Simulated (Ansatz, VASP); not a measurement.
# Ti: VASP beside Ansatz

Contents of INCAR:

```
PREC     = Accurate       # precision mode
ENCUT    = 520            # plane-wave cutoff, eV
EDIFF    = 1E-6           # SCF threshold, eV
ISMEAR   = -1             # smearing method
SIGMA    = 0.08           # smearing width, eV
LREAL    = F              # projectors in reciprocal space
LASPH    = T              # aspherical terms in the spheres
NELM     = 80             # most SCF steps
ALGO     = Normal         # electronic algorithm
ISIF     = 2              # what is computed and relaxed
LWAVE    = F              # write WAVECAR
LCHARG   = F              # write CHGCAR
GGA      = PS             # functional
NBANDS   = 19             # bands
```

The input KPOINTS:

```
regular mesh
0
Gamma
  17 17 9
```

Contents of POSCAR:

```
Ti
1.0
    2.3960873043      0.0000000000      0.0000000000
   -1.1980436522      2.0750724752      0.0000000000
    0.0000000000      0.0000000000      4.3754088513
Ti
2
Direct
    0.3333333333      0.6666666667      0.2500000000
    0.6666666667      0.3333333333      0.7500000000
```

Input for Ansatz:

```yaml
crystal:
  lattice:
    - [2.3960873043, 0.0, 0.0]
    - [-1.1980436522, 2.0750724752, 0.0]
    - [0.0, 0.0, 4.3754088513]
  atoms:
    - { symbol: Ti, position: [0.3333333333, 0.6666666667, 0.25] }
    - { symbol: Ti, position: [0.6666666667, 0.3333333333, 0.75] }
kpoints:
  mp_grid: { grid: [17, 17, 9] }
scf:
  occupations: { method: fermi_dirac, width: 0.08 }
hamiltonian:
  xc: pbesol
  pseudopotentials: { kind: all_electron, lapw: { basis_error: 0.001 } }
output:
  forces: true
  stress: true
  eigenvalues: true
  populations: true
```

Change from the starting cell: volume scaled by 0.65, LAPW.

Alike in both runs: task single point; functional PBEsol; k mesh 17 × 17 × 9; occupations fermi-dirac, width 0.08 eV; no spin polarisation.

|  | VASP | Ansatz |
| --- | --- | --- |
| version | VASP 6.6.1 | Ansatz 0.2.0 |
| potentials or method | VASP PAW PBE potentials, release 64 (Ti_sv), cutoff 520 eV | all-electron LAPW, scalar-relativistic |

|  | VASP | Ansatz | Ansatz less VASP |
| --- | --- | --- | --- |
| pressure (GPa) | 94.1 | 95.2 | +1.11 |
| traceless stress, the component that is largest in VASP (GPa) | -0.77 | 0.23 | +0.998 |

VASP's potentials were made for PBE, not for PBEsol. Both programs put the cell under a high pressure, so it lies far from rest at this level. Ansatz ran all-electron here, and VASP with PAW potentials.

Noted on VASP's run: the cell as given lies far from equilibrium.
